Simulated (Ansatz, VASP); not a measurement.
## Two plane-wave programs on CoO

```
Co O
1.0
     2.71379    0.00000    0.00000
    -1.35690    2.35021    0.00000
     0.00000    0.00000    5.93306
Co O
2 2
Direct
  0.00000 0.00000 0.02027
  0.33333 0.66667 0.52027
  0.00000 0.00000 0.35473
  0.33333 0.66667 0.85473
```

Alike in both runs: functional r2SCAN; k mesh 12 × 12 × 6; occupations gaussian, width 0.02 eV; no spin polarisation.

Ansatz relaxed the structure, and its values are those at the end. VASP's run is a single point on that final structure, the one shown.

|  | VASP | Ansatz |
| --- | --- | --- |
| version | VASP 6.6.1 | Ansatz 0.2.0 |
| potentials or method | VASP PAW PBE potentials, release 64 (Co, O), cutoff 520 eV | scalar-relativistic, plane waves, PAW |
| valence electrons in the cell | 30 | 46 |

Ansatz gave:

- gap on the k mesh at the Fermi level (eV): none
- pressure (GPa): 0.0
- rms of the force components (eV/Å): 0.000

Which values does VASP return?

gap on the k mesh at the Fermi level (eV): none; pressure (GPa): 1.1; rms of the force components (eV/Å): 0.049.

VASP's potentials were made for PBE, not for r2SCAN. A gap of «none» marks a metal or a gap that the smearing closes. VASP's potentials hold 30 valence electrons a cell and Ansatz's 46, so a difference there can come from the potentials and not from the codes.
